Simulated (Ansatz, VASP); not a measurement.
# Two plane-wave programs on Si3N4

```
CELL_PARAMETERS angstrom
7.59500 0.00000 0.00000
-3.79750 6.57746 0.00000
0.00000 0.00000 2.90230
ATOMIC_POSITIONS crystal
Si 0.76870 0.17440 0.25000
Si 0.59430 0.76870 0.75000
Si 0.82560 0.59430 0.25000
Si 0.23130 0.82560 0.75000
Si 0.40570 0.23130 0.25000
Si 0.17440 0.40570 0.75000
N 0.02970 0.32950 0.26500
N 0.70020 0.02970 0.76500
N 0.67050 0.70020 0.26500
N 0.97030 0.67050 0.76500
N 0.29980 0.97030 0.26500
N 0.32950 0.29980 0.76500
N 0.33333 0.66667 0.23440
N 0.66667 0.33333 0.73440
```

Alike in both runs: task electric field gradients; functional PBE; k mesh 4 × 4 × 10; occupations fermi-dirac, width 0.02 eV; no spin polarisation.

|  | VASP | Ansatz |
| --- | --- | --- |
| version | VASP 6.6.1 | Ansatz 0.2.0 |
| potentials or method | VASP PAW PBE potentials, release 64 (Si, N) | plane-wave PAW, scalar-relativistic |
| plane-wave cutoff (eV) | 520 | 420 |
| valence electrons in the cell | 64 | 64 |

VASP gave:

| Item | Value |
| --- | --- |
| gap on the k mesh at the Fermi level (eV) | 1.40 |
| pressure (GPa) | -2.4 |
| traceless stress, the component that is largest in VASP (GPa) | -27.49 |
| rms of the force components (eV/Å) | 1.316 |
| size of Vzz on the site where it differs most (V/Å²) | 60.0 |

**Question.** Estimate Ansatz's values.

**Answer.** gap on the k mesh at the Fermi level (eV): 1.42; pressure (GPa): -2.2; traceless stress, the component that is largest in VASP (GPa): -27.46; rms of the force components (eV/Å): 1.323; size of Vzz on the site where it differs most (V/Å²): 55.0.

Atom by atom the forces differ by 0.013 eV/Å (rms over components).
